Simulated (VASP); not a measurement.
The system is As.

```
As
1.0
    -1.50063    1.50063    2.28298
     1.50063   -1.50063    2.28298
     1.50063    1.50063   -2.28298
As
1
Direct
  0.00000 0.00000 0.00000
```

* Program: VASP 6.6.1
* Task: relaxation of cell and atoms
* Functional: PBEsol
* Potentials or basis: VASP PAW PBE potentials, release 64 (As)
* Cutoff: 600 eV
* k mesh: 8 × 8 × 8
* Occupations: gaussian, width 0.1 eV
* Spin: no spin polarisation

At the start: pressure -7.9 GPa; volume 20.56 Å³/atom.

Q: How do energy, volume and symmetry change on relaxing?

A: Over 19 steps the energy falls by 118.2 meV/atom and the volume is 18.84 Å³/atom (-8.4 %); space group I4/mmm (No. 139, to 0.05 Å).

Step by step:
```csv
step,energy change (eV),largest force (eV/Å),pressure (GPa),volume (Å³)
1,0.0000,0.0000,-7.91,20.56
2,-0.0412,0.0000,5.02,17.69
3,-0.0542,0.0000,0.08,18.55
4,-0.0541,0.0000,-0.11,18.59
5,-0.0557,0.0000,-0.26,18.58
6,-0.0630,0.0000,-0.32,18.54
7,-0.0738,0.0000,0.56,18.43
8,-0.1075,0.0000,3.28,18.10
9,0.1416,0.0000,21.85,17.04
10,-0.1085,0.0000,4.06,18.01
11,-0.1090,0.0000,3.83,18.04
12,-0.1094,0.0000,3.81,18.05
13,-0.1097,0.0000,3.79,18.08
14,-0.1103,0.0000,3.65,18.10
15,-0.1119,0.0000,3.24,18.18
16,-0.1145,0.0000,2.43,18.32
17,-0.1176,0.0000,0.94,18.62
18,-0.1161,0.0000,-1.63,19.22
19,-0.1182,0.0000,-0.04,18.84
```

Final structure:
```
As
1.0
    -1.34780    1.34780    2.59220
     1.34780   -1.34780    2.59220
     1.34780    1.34780   -2.59220
As
1
Cartesian
  0.0000 0.0000 0.0000
```

Caveat: the k points lie up to 0.41 Å⁻¹ apart in the final cell; the PAW data sets were made with another functional, which shifts forces and pressure a little.
